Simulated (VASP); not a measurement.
# HfN: single point with PBE

HfN:

```
Hf N
1.0
     0.00000    2.32679    2.27381
     2.27381    0.00000    2.27381
     2.27381    2.32679    0.00000
Hf N
1 1
Direct
  0.00033 0.99967 0.00033
  0.49573 0.50427 0.49573
```

This cell differs from its parent crystal: mode 5 frozen in at -0.019 Å, normal strain along y +0.0233.

```yaml
Program: VASP 6.6.1
Task: single point
Functional: PBE
Potentials_or_basis: VASP PAW PBE potentials, release 64 (Hf_pv, N)
Cutoff: 520 eV
k_mesh: 16 × 16 × 16
Occupations: gaussian, width 0.15 eV
Spin: no spin polarisation
Dipole_correction: no
Further_INCAR_settings: ALGO = Normal; EDIFF = 1e-07; NBANDS = 14
```

```yaml
Pressure: -7.7 GPa
Largest_force: 0.174 eV/Å
```

Forces on the atoms (eV/Å):
```
Hf   0.000 -0.174  0.000
N    0.000  0.174  0.000
```

Stress tensor (GPa, compression positive):
```
 -4.61   0.00   0.00
  0.00 -13.74   0.00
  0.00   0.00  -4.61
```

Levels at points of the mesh, in eV from the Fermi level:
```
           k point  band 6  band 7  band 8  band 9  band 10  band 11
(0.00, 0.00, 0.00)   -2.96   -2.96   -0.49   -0.24    -0.24     1.12
(0.50, 0.00, 0.00)   -5.99   -5.98    3.07    3.41     3.57     4.19
(0.50, 0.50, 0.00)   -3.81   -3.75   -3.51    3.80     5.03     5.16
(0.50, 0.00, 0.50)   -3.61   -3.61   -3.59    3.87     5.10     5.18
```

Run time: 53 s on 1 thread of Intel Xeon 6975P-C (shared host), peak memory 0.24 GiB.

Caveat: the cell differs from its parent crystal (mode 5 frozen in at -0.019 Å, normal strain along y +0.0233); spin-orbit coupling is left out, which moves the levels of the heavy elements.
